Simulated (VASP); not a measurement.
Mo, 1 atom in the cell. It takes space group I4/mmm (No. 139, tetragonal). Conventional cell: a = 2.935 Å, b = 2.935 Å, c = 4.030 Å, α = 90.00°, β = 90.00°, γ = 90.00°. Within 3.8 Å of Mo (site symmetry 4/mmm) lie 12 Mo at 2.89 to 2.94 Å.  This cell differs from its parent crystal: strain +0.030 along x and y, +0.000 along z.

```yaml
Program: VASP 6.6.1
Task: single point
Functional: LDA
Potentials_or_basis: VASP PAW LDA potentials, release 64 (Mo_sv)
Cutoff: 520 eV
k_mesh: 20 × 20 × 20
Occupations: gaussian, width 0.15 eV
Spin: no spin polarisation
Dipole_correction: no
Further_INCAR_settings: ALGO = Fast; EDIFF = 1e-06; NBANDS = 13
```

Potentials or basis: VASP PAW LDA potentials, release 64 (Mo_sv).

Command:

```console
$ cat potpaw_LDA.64/Mo_sv/POTCAR > POTCAR
$ mpirun -np 1 vasp_std > vasp.out
```

Hardware: 1 thread of Intel(R) Xeon(R) 6975P-C (Granite Rapids), with other jobs on the host.

Question: Estimate the wall time of this run.

Answer: Run time: 43 s on 1 thread of Intel(R) Xeon(R) 6975P-C (Granite Rapids) (shared host), peak memory 0.23 GiB. Counts: scf iterations 12, k points 641.
